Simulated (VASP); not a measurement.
# GaSn4 (Im-3m) in VASP: single point with PBE

Aim: the single point of GaSn4 with PBE.

Program: VASP 6.6.1. These are calculated values, not measurements. Logs are shortened: lines on timing, memory, paths and dates and some standing lists are left out, and cuts for length are marked.

### 1 The cell of the first run

The structure is cubic, space group Im-3m (No. 229). Conventional cell: a = 6.657 Å, b = 6.657 Å, c = 6.657 Å, α = 90.00°, β = 90.00°, γ = 90.00°. Within 3.8 Å of Ga (site symmetry m-3m) lie 8 Sn at 2.88 Å. Within 3.8 Å of Sn (site symmetry -3m) lie 2 Ga at 2.88 Å and 6 Sn at 3.33 Å.

### 2 Single point, PBE

File INCAR:

```
PREC     = Accurate       # precision mode
ENCUT    = 520            # plane-wave cutoff, eV
EDIFF    = 1E-7           # SCF threshold, eV
ISMEAR   = 0              # smearing method
SIGMA    = 0.1            # smearing width, eV
LREAL    = F              # projectors in reciprocal space
LASPH    = T              # aspherical terms in the spheres
NELM     = 100            # most SCF steps
ALGO     = Normal         # electronic algorithm
ISIF     = 2              # what is computed and relaxed
LWAVE    = F              # write WAVECAR
LCHARG   = T              # write CHGCAR
GGA      = PE             # functional
LELF     = T              # ELF
LVHAR    = T            
NBANDS   = 42             # bands
```

File KPOINTS:

```
regular mesh
0
Gamma
  8 8 8
```

File POSCAR:

```
GaSn4
1.0
   -3.3283317088      3.3283317088      3.3283317088
    3.3283317088     -3.3283317088      3.3283317088
    3.3283317088      3.3283317088     -3.3283317088
Ga Sn
1 4
Direct
    0.0000000000      0.0000000000      0.0000000000
    0.0000000000      0.0000000000      0.5000000000
    0.5000000000      0.0000000000      0.0000000000
    0.0000000000      0.5000000000      0.0000000000
    0.5000000000      0.5000000000      0.5000000000
```

Potentials or basis: VASP PAW PBE potentials, release 64 (Ga_d, Sn_d).

On the command line:

```
> cat potpaw_PBE.64/Ga_d/POTCAR potpaw_PBE.64/Sn_d/POTCAR > POTCAR
> mpirun -np 1 vasp_std > vasp.out
```

OUTCAR:

```text
PREC = Accurate
   ENCUT = 520
   EDIFF = 1E-7
   ISMEAR = 0
   LREAL = F
   LASPH = T
   NELM = 100
   ISIF = 2
   GGA = PE

 ion  position               nearest neighbor table
   1  0.000  0.000  0.000-   2 2.88   3 2.88   4 2.88   5 2.88   2 2.88   4 2.88   3 2.88   5 2.88

   2  0.000  0.000  0.500-   1 2.88   1 2.88   4 3.33   5 3.33   3 3.33   4 3.33   3 3.33   5 3.33

   3  0.500  0.000  0.000-   1 2.88   1 2.88   4 3.33   5 3.33   5 3.33   2 3.33   2 3.33   4 3.33

   4  0.000  0.500  0.000-   1 2.88   1 2.88   3 3.33   5 3.33   2 3.33   2 3.33   5 3.33   3 3.33

   5  0.500  0.500  0.500-   1 2.88   1 2.88   3 3.33   4 3.33   3 3.33   4 3.33   2 3.33   2 3.33

  LATTYP: Found a body centered cubic cell.
 ALAT       =     6.6566634176

  Lattice vectors:

 A1 = (  -3.3283317088,   3.3283317088,   3.3283317088)
 A2 = (   3.3283317088,  -3.3283317088,   3.3283317088)
 A3 = (   3.3283317088,   3.3283317088,  -3.3283317088)

Analysis of symmetry for initial positions (statically):
=====================================================================
 Subroutine PRICEL returns:
 Original cell was already a primitive cell.

 Routine SETGRP: Setting up the symmetry group for a
 body centered cubic supercell.

 Subroutine GETGRP returns: Found 48 space group operations
 (whereof 48 operations were pure point group operations)
 out of a pool of 48 trial point group operations.

The static configuration has the point symmetry O_h .

Analysis of symmetry for dynamics (positions and initial velocities):
=====================================================================
 Subroutine PRICEL returns:
 Original cell was already a primitive cell.

 Routine SETGRP: Setting up the symmetry group for a
 body centered cubic supercell.

 Subroutine GETGRP returns: Found 48 space group operations
 (whereof 48 operations were pure point group operations)
 out of a pool of 48 trial point group operations.

The dynamic configuration has the point symmetry O_h .

 Subroutine INISYM returns: Found 48 space group operations
 (whereof 48 operations are pure point group operations),
 and found     1 'primitive' translations

----------------------------------------------------------------------------------------

                                     Primitive cell

  volume of cell :     147.4823

  direct lattice vectors                    reciprocal lattice vectors
    -3.328331709  3.328331709  3.328331709     0.000000000  0.150225411  0.150225411
     3.328331709 -3.328331709  3.328331709     0.150225411  0.000000000  0.150225411
     3.328331709  3.328331709 -3.328331709     0.150225411  0.150225411  0.000000000

  length of vectors
     5.764839624  5.764839624  5.764839624     0.212450814  0.212450814  0.212450814

  position of ions in fractional coordinates (direct lattice)
     0.000000000  0.000000000  0.000000000
     0.000000000  0.000000000  0.500000000
     0.500000000  0.000000000  0.000000000
     0.000000000  0.500000000  0.000000000
     0.500000000  0.500000000  0.500000000

  ion indices of the primitive-cell ions
   primitive index   ion index
                 1           1
                 2           2
                 3           3
                 4           4
                 5           5

----------------------------------------------------------------------------------------

 KPOINTS: regular mesh

Automatic generation of k-mesh.
 Grid dimensions read from file:
 generate k-points for:    8    8    8

 Generating k-lattice:

  Cartesian coordinates                     Fractional coordinates (reciprocal lattice)
     0.000000000  0.018778176  0.018778176     0.125000000  0.000000000  0.000000000
     0.018778176  0.000000000  0.018778176     0.000000000  0.125000000  0.000000000
     0.018778176  0.018778176  0.000000000     0.000000000  0.000000000  0.125000000

  Length of vectors
     0.026556352  0.026556352  0.026556352

  Shift w.r.t. Gamma in fractional coordinates (k-lattice)
     0.000000000  0.000000000  0.000000000

 Subroutine IBZKPT returns following result:
 ===========================================

 Found     29 irreducible k-points:

 Following reciprocal coordinates:
            Coordinates               Weight
  0.000000  0.000000  0.000000      1.000000
  0.125000  0.000000  0.000000     12.000000
  0.250000  0.000000  0.000000     12.000000
  0.375000  0.000000  0.000000     12.000000
  0.500000  0.000000  0.000000      6.000000
  0.125000  0.125000  0.000000     24.000000
[... 16 lines left out ...]
 -0.250000  0.250000  0.250000      6.000000
 -0.375000  0.375000  0.250000     24.000000
 [... further k-points ...]
   k-points           NKPTS =     29   k-points in BZ     NKDIM =     29   number of bands    NBANDS=     42
   number of dos      NEDOS =    301   number of ions     NIONS =      5
   total plane-waves  NPLWV = 110592
   dimension x,y,z NGX =    48 NGY =   48 NGZ =   48
   dimension x,y,z NGXF=    96 NGYF=   96 NGZF=   96
   ions per type =               1   4
   NGX,Y,Z   is equivalent  to a cutoff of  13.84, 13.84, 13.84 a.u.
   NGXF,Y,Z  is equivalent  to a cutoff of  27.68, 27.68, 27.68 a.u.
 SYSTEM =  unknown system
   PREC   = accura    normal or accurate (medium, high low for compatibility)
   ISTART =      0    job   : 0-new  1-cont  2-samecut
   ICHARG =      2    charge: 1-file 2-atom 10-const
   ISPIN  =      1    spin polarized calculation?
   LNONCOLLINEAR =      F non collinear calculations
   LSORBIT =      F    spin-orbit coupling
   LASPH  =      T    aspherical Exc in radial PAW
   ENCUT  =  520.0 eV  38.22 Ry    6.18 a.u.  10.72 10.72 10.72*2*pi/ulx,y,z
   NELM   =    100;   NELMIN=  2; NELMDL= -5     # of ELM steps
   EDIFF  = 0.1E-06   stopping-criterion for ELM
   LREAL  =      F    real-space projection
   EDIFFG = 0.1E-05   stopping-criterion for IOM
   NSW    =      0    number of steps for IOM
   IBRION =     -1    ionic relax: 0-MD 1-quasi-New 2-CG
   NFREE  =      0    steps in history (QN), initial steepest desc. (CG)
   ISIF   =      2    stress and relaxation
   ISYM   =      2    0-nonsym 1-usesym 2-fastsym
   POTIM  = 0.5000    time-step for ionic-motion
   TEBEG  =    0.0;   TEEND  =   0.0 temperature during run
   PSTRESS=    0.0 pullay stress
   NELECT =      69.0000    total number of electrons
   NUPDOWN=      -1.0000    fix difference up-down
   EMIN   =  10.00;   EMAX   =-10.00  energy-range for DOS
   EFERMI =   0.00;   METHOD = LEGACY
   ISMEAR =     0;   SIGMA  =   0.10  broadening in eV -4-tet -1-fermi 0-gaus
   EFERMI_NEDOS =   21; number of points for ismear=-14 and -15
   IALGO  =     38    algorithm
   IMIX   =      4    mixing-type and parameters
     AMIX     =   0.40;   BMIX     =  1.00
     AMIX_MAG =   1.60;   BMIX_MAG =  1.00
  volume/ion in A,a.u.               =      29.50       199.05
  Fermi-wavevector in a.u.,A,eV,Ry     =   1.270900  2.401652 21.975939  1.615186
  Thomas-Fermi vector in A             =   2.403862
   LORBIT       =      0    0 simple, 1 ext, 2 COOP (PROOUT), +10 PAW based schemes
   GGA     = PE    functional components
   LHFCALC =     F    Hartree Fock is set to
   AEXX    =    0.0000 exact exchange contribution
   IVDW    =     0    specifies the selected vdW correction
   LEPSILON=     F    determine dielectric tensor
   LRPA    =     F    only Hartree local field effects (RPA)
 non-spin polarized calculation
 Gauss-broadening in eV      SIGMA  =   0.10
  energy-cutoff  :      520.00
  volume of cell :      147.48
 maximum number of plane-waves:      4028
 NGX is ok and might be reduce to    48
   NGX = 21   NGY = 21   NGZ = 21

 number of electron      69.0000029 magnetization

 Free energy of the ion-electron system (eV)
  ---------------------------------------------------
  ext. energy  EPLUGINS =         0.00000000
  ---------------------------------------------------
  free energy    TOTEN  =       -17.39781739 eV

  energy without entropy =      -17.38149651  energy(sigma->0) =      -17.38965695

 E-fermi :   6.0253     XC(G=0):  -9.6183

 val. band max:        6.0131059172   @ k =  -0.3750   0.3750   0.1250
 cond. band min:       6.1099623261   @ k =   0.5000   0.5000   0.2500
 fundamental gap:      0.0968564089
 Fermi energy:         6.0252534007

 k-point     1 :       0.0000    0.0000    0.0000
  band No.  band energies     occupation
      1     -15.5024      2.00000
      2     -15.5024      2.00000
      3     -15.4700      2.00000
      4     -15.4268      2.00000
      5     -15.4268      2.00000
      6     -15.4194      2.00000
[... 34 lines left out ...]
     41       9.3469      0.00000
     42      12.9185      0.00000

 k-point     2 :       0.1250    0.0000    0.0000
  band No.  band energies     occupation
      1     -15.4989      2.00000
      2     -15.4933      2.00000
      3     -15.4657      2.00000
      4     -15.4242      2.00000
      5     -15.4230      2.00000
      6     -15.4222      2.00000
[... 34 lines left out ...]
     41       9.4484      0.00000
     42      12.3551      0.00000

 k-point     3 :       0.2500    0.0000    0.0000
  band No.  band energies     occupation
      1     -15.4892      2.00000
      2     -15.4674      2.00000
      3     -15.4538      2.00000
      4     -15.4306      2.00000
      5     -15.4168      2.00000
      6     -15.4115      2.00000
[... 34 lines left out ...]
     41      10.1711      0.00000
     42      10.8367      0.00000

 k-point     4 :       0.3750    0.0000    0.0000
  band No.  band energies     occupation
      1     -15.4751      2.00000
      2     -15.4434      2.00000
      3     -15.4376      2.00000
      4     -15.4282      2.00000
      5     -15.4059      2.00000
      6     -15.4036      2.00000
[... 844 lines left out ...]
     41       7.2965      0.00000
     42      11.3453      0.00000

 k-point    23 :      -0.2500    0.2500    0.2500
  band No.  band energies     occupation
      1     -15.4977      2.00000
      2     -15.4471      2.00000
      3     -15.4458      2.00000
      4     -15.4458      2.00000
      5     -15.4242      2.00000
      6     -15.4085      2.00000
[... 34 lines left out ...]
     41      10.2945      0.00000
     42      11.4522      0.00000

 k-point    24 :      -0.3750    0.3750    0.2500
  band No.  band energies     occupation
      1     -15.4916      2.00000
      2     -15.4618      2.00000
      3     -15.4560      2.00000
      4     -15.4389      2.00000
      5     -15.4169      2.00000
      6     -15.4142      2.00000
[... 34 lines left out ...]
     41      10.6075      0.00000
     42      11.2042      0.00000

 [... further k-points ...]
[... 5 lines left out ...]
  --------------------------------------------------------------------------------------
  -------------------------------------------------------------------------------------
  Total        0.0129039      0.0129039      0.0129039      0.0000000     -0.0000000      0.0000000
  in kB        0.1401823      0.1401823      0.1401823      0.0000000     -0.0000000      0.0000000
  external PRESSURE =       0.1401823 kB  Pullay stress =       0.0000000 kB

 VOLUME and BASIS-vectors are now :
 -----------------------------------------------------------------------------
  energy-cutoff  :      520.00
  volume of cell :      147.48
      direct lattice vectors                 reciprocal lattice vectors
    -3.328331709  3.328331709  3.328331709     0.000000000  0.150225411  0.150225411
     3.328331709 -3.328331709  3.328331709     0.150225411  0.000000000  0.150225411
     3.328331709  3.328331709 -3.328331709     0.150225411  0.150225411  0.000000000

 POSITION                                       TOTAL-FORCE (eV/Angst)
 -----------------------------------------------------------------------------------
      0.00000      0.00000      0.00000        -0.000000     -0.000000      0.000000
      1.66417      1.66417     -1.66417         0.000000      0.000000      0.000000
     -1.66417      1.66417      1.66417        -0.000000     -0.000000     -0.000000
      1.66417     -1.66417      1.66417        -0.000000     -0.000000      0.000000
      1.66417      1.66417      1.66417         0.000000     -0.000000     -0.000000
 -----------------------------------------------------------------------------------
    total drift:                                0.000000      0.000000     -0.000000

  FREE ENERGIE OF THE ION-ELECTRON SYSTEM (eV)
  ---------------------------------------------------
  free  energy   TOTEN  =       -17.3978173873 eV

  energy  without entropy=      -17.3814965118  energy(sigma->0) =      -17.38965695
```

Wall time 2 min (1 thread of Intel Xeon 6975P-C (Granite Rapids), shared host); peak memory 0.38 GiB.

Results:

```yaml
Free_energy: -17.3978 eV
Pressure: 0.0 GPa
```

Caveat: spin-orbit coupling is left out, which moves the levels of the heavy elements.
